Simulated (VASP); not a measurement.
# CdS (dlda) (P6_3mc) in VASP: notebook

CdS (dlda) is run at these levels: LDA; tasks: single point.

All numbers are computed with VASP 6.6.1; they aren't measurements. Logs are shortened: lines on timing, memory, paths and dates and some standing lists are left out, and cuts for length are marked.

**1. The cell of the first run**

The structure is hexagonal, space group P6_3mc (No. 186). The conventional cell has a = 4.074 Å, b = 4.074 Å, c = 6.638 Å, α = 90.00°, β = 90.00°, γ = 120.00°. Within 3.3 Å of Cd (site symmetry 3m) lie 4 S at 2.49 to 2.50 Å. S (site symmetry 3m) has 4 Cd at 2.49 to 2.50 Å within 3.3 Å.

**2. Single point, LDA**

Input file INCAR:

```
PREC = Accurate ; ENCUT = 520
EDIFF = 1E-7 ; ISMEAR = 0
SIGMA = 0.02 ; LREAL = F
LASPH = T ; NELM = 100
ALGO = Normal ; ISIF = 2
LWAVE = F ; LCHARG = F
GGA = CA ; NBANDS = 26
```

Input file KPOINTS:

```
regular mesh
0
Gamma
  6 6 4
```

Input file POSCAR:

```
CdS
1.0
    4.0744095621      0.0000000000      0.0000000000
   -2.0372047810      3.5285421862      0.0000000000
    0.0000000000      0.0000000000      6.6375634320
Cd S
2 2
Direct
    0.6666666667      0.3333333333      0.5004406314
    0.3333333333      0.6666666667      0.0004406314
    0.6666666667      0.3333333333      0.8765593686
    0.3333333333      0.6666666667      0.3765593686
```

Potentials or basis: VASP PAW LDA potentials, release 64 (Cd, S).

Run with:

```
$ cat potpaw_LDA.64/Cd/POTCAR potpaw_LDA.64/S/POTCAR > POTCAR
$ mpirun -np 1 vasp_std > vasp.out
```

OUTCAR:

```text
PREC = Accurate
   ENCUT = 520
   EDIFF = 1E-7
   ISMEAR = 0
   LREAL = F
   LASPH = T
   NELM = 100
   ISIF = 2
   GGA = CA

 ion  position               nearest neighbor table
   1  0.667  0.333  0.500-   4 2.49   4 2.49   4 2.49   3 2.50
   2  0.333  0.667  0.000-   3 2.49   3 2.49   3 2.49   4 2.50
   3  0.667  0.333  0.877-   2 2.49   2 2.49   2 2.49   1 2.50
   4  0.333  0.667  0.377-   1 2.49   1 2.49   1 2.49   2 2.50

  LATTYP: Found a hexagonal cell.
 ALAT       =     4.0744095621
 C/A-ratio  =     1.6290859647

  Lattice vectors:

 A1 = (   4.0744095621,   0.0000000000,   0.0000000000)
 A2 = (  -2.0372047810,   3.5285421862,   0.0000000000)
 A3 = (   0.0000000000,   0.0000000000,   6.6375634320)

Analysis of symmetry for initial positions (statically):
=====================================================================
 Subroutine PRICEL returns:
 Original cell was already a primitive cell.

 Routine SETGRP: Setting up the symmetry group for a
 hexagonal supercell.

 Subroutine GETGRP returns: Found 12 space group operations
 (whereof  6 operations were pure point group operations)
 out of a pool of 24 trial point group operations.

The static configuration has the point symmetry C_3v.
 The point group associated with its full space group is C_6v.

Analysis of symmetry for dynamics (positions and initial velocities):
=====================================================================
 Subroutine PRICEL returns:
 Original cell was already a primitive cell.

 Routine SETGRP: Setting up the symmetry group for a
 hexagonal supercell.

 Subroutine GETGRP returns: Found 12 space group operations
 (whereof  6 operations were pure point group operations)
 out of a pool of 24 trial point group operations.

The dynamic configuration has the point symmetry C_3v.
 The point group associated with its full space group is C_6v.

 Subroutine INISYM returns: Found 12 space group operations
 (whereof  6 operations are pure point group operations),
 and found     1 'primitive' translations

----------------------------------------------------------------------------------------

                                     Primitive cell

  volume of cell :      95.4264

  direct lattice vectors                    reciprocal lattice vectors
     4.074409562  0.000000000  0.000000000     0.245434335  0.141701579  0.000000000
    -2.037204781  3.528542186  0.000000000     0.000000000  0.283403158  0.000000000
     0.000000000  0.000000000  6.637563432     0.000000000  0.000000000  0.150657694

  length of vectors
     4.074409562  4.074409562  6.637563432     0.283403158  0.283403158  0.150657694

  position of ions in fractional coordinates (direct lattice)
     0.666666667  0.333333333  0.500440631
     0.333333333  0.666666667  0.000440631
     0.666666667  0.333333333  0.876559369
     0.333333333  0.666666667  0.376559369

  ion indices of the primitive-cell ions
   primitive index   ion index
                 1           1
                 2           2
                 3           3
                 4           4

----------------------------------------------------------------------------------------

 KPOINTS: regular mesh

Automatic generation of k-mesh.
 Grid dimensions read from file:
 generate k-points for:    6    6    4

 Generating k-lattice:

  Cartesian coordinates                     Fractional coordinates (reciprocal lattice)
     0.040905722  0.023616930  0.000000000     0.166666667 -0.000000000  0.000000000
     0.000000000  0.047233860  0.000000000     0.000000000  0.166666667  0.000000000
     0.000000000  0.000000000  0.037664423     0.000000000  0.000000000  0.250000000

  Length of vectors
     0.047233860  0.047233860  0.037664423

  Shift w.r.t. Gamma in fractional coordinates (k-lattice)
     0.000000000  0.000000000  0.000000000

 Subroutine IBZKPT returns following result:
 ===========================================

 Found     21 irreducible k-points:

 Following reciprocal coordinates:
            Coordinates               Weight
  0.000000  0.000000  0.000000      1.000000
  0.166667  0.000000  0.000000      6.000000
  0.333333  0.000000  0.000000      6.000000
  0.500000  0.000000  0.000000      3.000000
  0.166667  0.166667  0.000000      6.000000
  0.333333  0.166667  0.000000     12.000000
[... 13 lines left out ...]
  0.333333  0.166667  0.500000     12.000000
  0.333333  0.333333  0.500000      2.000000
   k-points           NKPTS =     21   k-points in BZ     NKDIM =     21   number of bands    NBANDS=     26
   number of dos      NEDOS =    301   number of ions     NIONS =      4
   total plane-waves  NPLWV =  45000
   dimension x,y,z NGX =    30 NGY =   30 NGZ =   50
   dimension x,y,z NGXF=    60 NGYF=   60 NGZF=  100
   ions per type =               2   2
   NGX,Y,Z   is equivalent  to a cutoff of  12.24, 12.24, 12.52 a.u.
   NGXF,Y,Z  is equivalent  to a cutoff of  24.48, 24.48, 25.05 a.u.
 SYSTEM =  unknown system
   PREC   = accura    normal or accurate (medium, high low for compatibility)
   ISTART =      0    job   : 0-new  1-cont  2-samecut
   ICHARG =      2    charge: 1-file 2-atom 10-const
   ISPIN  =      1    spin polarized calculation?
   LNONCOLLINEAR =      F non collinear calculations
   LSORBIT =      F    spin-orbit coupling
   LASPH  =      T    aspherical Exc in radial PAW
   ENCUT  =  520.0 eV  38.22 Ry    6.18 a.u.   7.58  7.58 12.34*2*pi/ulx,y,z
   NELM   =    100;   NELMIN=  2; NELMDL= -5     # of ELM steps
   EDIFF  = 0.1E-06   stopping-criterion for ELM
   LREAL  =      F    real-space projection
   EDIFFG = 0.1E-05   stopping-criterion for IOM
   NSW    =      0    number of steps for IOM
   IBRION =     -1    ionic relax: 0-MD 1-quasi-New 2-CG
   NFREE  =      0    steps in history (QN), initial steepest desc. (CG)
   ISIF   =      2    stress and relaxation
   ISYM   =      2    0-nonsym 1-usesym 2-fastsym
   POTIM  = 0.5000    time-step for ionic-motion
   TEBEG  =    0.0;   TEEND  =   0.0 temperature during run
   PSTRESS=    0.0 pullay stress
   NELECT =      36.0000    total number of electrons
   NUPDOWN=      -1.0000    fix difference up-down
   EMIN   =  10.00;   EMAX   =-10.00  energy-range for DOS
   EFERMI =   0.00;   METHOD = LEGACY
   ISMEAR =     0;   SIGMA  =   0.02  broadening in eV -4-tet -1-fermi 0-gaus
   EFERMI_NEDOS =   21; number of points for ismear=-14 and -15
   IALGO  =     38    algorithm
   IMIX   =      4    mixing-type and parameters
     AMIX     =   0.40;   BMIX     =  1.00
     AMIX_MAG =   1.60;   BMIX_MAG =  1.00
  volume/ion in A,a.u.               =      23.86       160.99
  Fermi-wavevector in a.u.,A,eV,Ry     =   1.182913  2.235381 19.038400  1.399283
  Thomas-Fermi vector in A             =   2.319158
   LORBIT       =      0    0 simple, 1 ext, 2 COOP (PROOUT), +10 PAW based schemes
   GGA     = CA    functional components
   LHFCALC =     F    Hartree Fock is set to
   AEXX    =    0.0000 exact exchange contribution
   IVDW    =     0    specifies the selected vdW correction
   LEPSILON=     F    determine dielectric tensor
   LRPA    =     F    only Hartree local field effects (RPA)
 non-spin polarized calculation
 Gauss-broadening in eV      SIGMA  =   0.02
  energy-cutoff  :      520.00
  volume of cell :       95.43
 maximum number of plane-waves:      2593
   NGX = 15   NGY = 15   NGZ = 25

 number of electron      36.0000025 magnetization

 Free energy of the ion-electron system (eV)
  ---------------------------------------------------
  ext. energy  EPLUGINS =         0.00000000
  ---------------------------------------------------
  free energy    TOTEN  =       -14.81477719 eV

  energy without entropy =      -14.81477719  energy(sigma->0) =      -14.81477719

 E-fermi :   1.5813     XC(G=0):  -9.7586

 val. band max:        1.4794976428   @ k =   0.0000   0.0000   0.0000
 cond. band min:       2.5345011418   @ k =   0.0000   0.0000   0.0000
 fundamental gap:      1.0550034990
 Fermi energy:         1.5813047203

 k-point     1 :       0.0000    0.0000    0.0000
  band No.  band energies     occupation
      1     -11.1334      2.00000
      2     -10.6450      2.00000
      3      -6.4393      2.00000
      4      -6.4285      2.00000
      5      -6.4285      2.00000
      6      -6.3348      2.00000
[... 18 lines left out ...]
     25       8.9389      0.00000
     26       9.0690      0.00000

 k-point     2 :       0.1667    0.0000    0.0000
  band No.  band energies     occupation
      1     -11.0257      2.00000
      2     -10.5988      2.00000
      3      -6.4043      2.00000
      4      -6.3864      2.00000
      5      -6.3573      2.00000
      6      -6.2831      2.00000
[... 18 lines left out ...]
     25       8.8792      0.00000
     26       9.5480      0.00000

 k-point     3 :       0.3333    0.0000    0.0000
  band No.  band energies     occupation
      1     -10.7930      2.00000
      2     -10.5217      2.00000
      3      -6.3444      2.00000
      4      -6.3228      2.00000
      5      -6.1962      2.00000
      6      -6.1497      2.00000
[... 18 lines left out ...]
     25       9.6396      0.00000
     26      10.2775      0.00000

 k-point     4 :       0.5000    0.0000    0.0000
  band No.  band energies     occupation
      1     -10.6558      2.00000
      2     -10.5035      2.00000
      3      -6.3288      2.00000
      4      -6.3040      2.00000
      5      -6.1039      2.00000
      6      -6.0909      2.00000
[... 18 lines left out ...]
     25       9.6911      0.00000
     26      11.6069      0.00000
[... 409 lines left out ...]
      1     -10.6860      2.00000
      2     -10.6860      2.00000
      3      -6.2924      2.00000
      4      -6.2924      2.00000
      5      -6.2626      2.00000
      6      -6.2626      2.00000
[... 18 lines left out ...]
     25       9.3478      0.00000
     26       9.3478      0.00000

 k-point    20 :       0.3333    0.1667    0.5000
  band No.  band energies     occupation
      1     -10.5680      2.00000
      2     -10.5680      2.00000
      3      -6.2662      2.00000
      4      -6.2662      2.00000
      5      -6.2052      2.00000
      6      -6.2052      2.00000
[... 18 lines left out ...]
     25       9.8408      0.00000
     26       9.8408      0.00000

 k-point    21 :       0.3333    0.3333    0.5000
  band No.  band energies     occupation
      1     -10.5302      2.00000
      2     -10.5302      2.00000
      3      -6.2277      2.00000
      4      -6.2277      2.00000
      5      -6.2080      2.00000
      6      -6.2080      2.00000
[... 18 lines left out ...]
     25      10.6451      0.00000
     26      10.6451      0.00000

------------------------ aborting loop because EDIFF is reached ----------------------------------------

  FORCE on cell =-STRESS in cart. coord.  units (eV):
  Direction    XX          YY          ZZ          XY          YZ          ZX
  --------------------------------------------------------------------------------------
  -------------------------------------------------------------------------------------
  Total        0.3205405      0.3205405      0.3202161      0.0000000      0.0000000      0.0000000
  in kB        5.3817663      5.3817663      5.3763187      0.0000000      0.0000000      0.0000000
  external PRESSURE =       5.3799504 kB  Pullay stress =       0.0000000 kB

 VOLUME and BASIS-vectors are now :
 -----------------------------------------------------------------------------
  energy-cutoff  :      520.00
  volume of cell :       95.43
      direct lattice vectors                 reciprocal lattice vectors
     4.074409562  0.000000000  0.000000000     0.245434335  0.141701579  0.000000000
    -2.037204781  3.528542186  0.000000000     0.000000000  0.283403158  0.000000000
     0.000000000  0.000000000  6.637563432     0.000000000  0.000000000  0.150657694

 POSITION                                       TOTAL-FORCE (eV/Angst)
 -----------------------------------------------------------------------------------
      2.03720      1.17618      3.32171         0.000000     -0.000000      0.001140
     -0.00000      2.35236      0.00292        -0.000000      0.000000      0.001140
      2.03720      1.17618      5.81822         0.000000      0.000000     -0.001140
     -0.00000      2.35236      2.49944         0.000000     -0.000000     -0.001140
 -----------------------------------------------------------------------------------
    total drift:                                0.000000      0.000000     -0.000002

  FREE ENERGIE OF THE ION-ELECTRON SYSTEM (eV)
  ---------------------------------------------------
  free  energy   TOTEN  =       -14.8147771868 eV

  energy  without entropy=      -14.8147771868  energy(sigma->0) =      -14.81477719
```

Run time: 36 s. Hardware: 1 thread of AMD EPYC 9R45 (Zen 5), shared host; peak memory 0.16 GiB.

Results:

* Free energy: -14.8148 eV
* Pressure: 0.5 GPa
* Band gap on the k mesh: 1.05 eV, direct

Levels at points of the mesh, in eV from the valence-band top:
| k point | band 15 | band 16 | band 17 | band 18 | band 19 | band 20 | band 21 | band 22 |
| --- | --- | --- | --- | --- | --- | --- | --- | --- |
| (0.00, 0.00, 0.00) | -0.84 | -0.06 | 0.00 | 0.00 | 1.05 | 2.63 | 6.28 | 6.28 |
| (0.50, 0.00, 0.00) | -2.92 | -2.07 | -1.46 | -0.84 | 3.62 | 3.67 | 4.87 | 6.35 |
| (0.00, 0.00, 0.50) | -0.43 | -0.43 | -0.43 | -0.43 | 2.73 | 2.73 | 6.02 | 6.02 |
| (0.50, 0.00, 0.50) | -1.49 | -1.49 | -1.47 | -1.47 | 3.26 | 3.26 | 5.22 | 5.22 |

**3. Single point, LDA**

This run uses another cell than the first one, of 25.51 Å³/atom, 1.069 times its volume.

Input file INCAR:

```
ALGO = Normal
EDIFF = 1E-6
ENCUT = 520
ISIF = 2
ISMEAR = 0
LASPH = True
LCHARG = True
LELF = True
LREAL = False
LVHAR = True
LWAVE = False
NBANDS = 26
NELM = 60
PREC = Accurate
SIGMA = 0.1
```

Input file KPOINTS:

```
k-points
0
Gamma
  6 6 4
```

Input file POSCAR:

```
CdS
1.0
    4.1688381000      0.0000000000      0.0000000000
   -2.0844190500      3.6103197000      0.0000000000
    0.0000000000      0.0000000000      6.7796174100
Cd S
2 2
Direct
    0.6666666700      0.3333333300      0.5002243700
    0.3333333300      0.6666666700      0.0002243700
    0.6666666700      0.3333333300      0.8767756300
    0.3333333300      0.6666666700      0.3767756300
```

Potentials or basis: VASP PAW LDA potentials, release 64 (Cd, S).

Run with:

```
$ cat potpaw_LDA.64/Cd/POTCAR potpaw_LDA.64/S/POTCAR > POTCAR
$ mpirun -np 1 vasp_std > vasp.out
```

Run time: 31 s. Hardware: 1 thread of AMD EPYC 9R45 (Zen 5), shared host; peak memory 0.17 GiB.

Results (log left out):

```
Free energy            : -14.7496 eV
Pressure               : -3.5 GPa
Band gap on the k mesh : 0.90 eV, direct
```

Forces in eV/Å, atoms in the order of the input:
```
Cd   0.000  0.000 -0.002
Cd   0.000  0.000 -0.002
S    0.000  0.000  0.002
S    0.000  0.000  0.002
```

Levels at points of the mesh, in eV from the valence-band top:
| k point | band 14 | band 15 | band 16 | band 17 | band 18 | band 19 | band 20 | band 21 | band 22 | band 23 |
| --- | --- | --- | --- | --- | --- | --- | --- | --- | --- | --- |
| (0.00, 0.00, 0.00) | -0.74 | -0.74 | -0.04 | 0.00 | 0.00 | 0.90 | 2.53 | 6.29 | 6.29 | 6.60 |
| (0.50, 0.00, 0.00) | -3.52 | -2.61 | -1.84 | -1.28 | -0.74 | 3.47 | 3.66 | 4.91 | 6.12 | 6.86 |
| (0.00, 0.00, 0.50) | -2.49 | -0.38 | -0.38 | -0.38 | -0.38 | 2.59 | 2.59 | 5.95 | 5.95 | 6.65 |
| (0.50, 0.00, 0.50) | -4.12 | -1.32 | -1.32 | -1.31 | -1.31 | 3.24 | 3.24 | 5.18 | 5.18 | 7.60 |

Expect the measured gap to be larger: semilocal functionals such as LDA lack the derivative discontinuity.
